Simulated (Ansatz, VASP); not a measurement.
Two plane-wave programs on Si

File INCAR:

```
SYSTEM = Si
  ALGO = Normal
  EDIFF = 1E-8
  ENCUT = 400
  GGA = PE
  GGA_COMPAT = .FALSE.
  ISIF = 2
  ISMEAR = -1
  LASPH = .TRUE.
  LCHARG = .FALSE.
  LEFG = .TRUE.
  LREAL = .FALSE.
  LWAVE = .FALSE.
  NBANDS = 11
  NELM = 120
  PREC = Accurate
  SIGMA = 0.02
```

KPOINTS

```
k-points
0
G
  14 14 14
  0 0 0
```

Contents of POSCAR:

```
Si
1.0
    0.0000000000      2.7153500000      2.7153500000
    2.7153500000      0.0000000000      2.7153500000
    2.7153500000      2.7153500000      0.0000000000
Si
2
Direct
    0.0000000000      0.0000000000      0.0000000000
    0.2500000000      0.2500000000      0.2500000000
```

Input for Ansatz:

```yaml
crystal:
  lattice:
    - [0.0, 2.71535, 2.71535]
    - [2.71535, 0.0, 2.71535]
    - [2.71535, 2.71535, 0.0]
  atoms:
    - { symbol: Si, position: [0.0, 0.0, 0.0] }
    - { symbol: Si, position: [0.25, 0.25, 0.25] }
kpoints:
  mp_grid: { grid: [14, 14, 14] }
scf:
  occupations: { method: fermi_dirac, width: 0.02 }
hamiltonian:
  xc: pbe
  pseudopotentials: { kind: paw }
output:
  forces: true
  stress: true
  populations: true
  efg: { contact_densities: true }
```

Alike in both runs: task electric field gradients; functional PBE; k mesh 14 × 14 × 14; occupations fermi-dirac, width 0.02 eV; no spin polarisation.

|  | VASP | Ansatz |
| --- | --- | --- |
| version | VASP 6.6.1 | Ansatz 0.2.0 |
| potentials or method | VASP PAW PBE potentials, release 64 (Si) | plane-wave PAW, scalar-relativistic |
| plane-wave cutoff (eV) | 400 | 420 |
| valence electrons in the cell | 8 | 8 |

|  | VASP | Ansatz | Ansatz less VASP |
| --- | --- | --- | --- |
| pressure (GPa) | 1.9 | 2.0 | +0.09 |
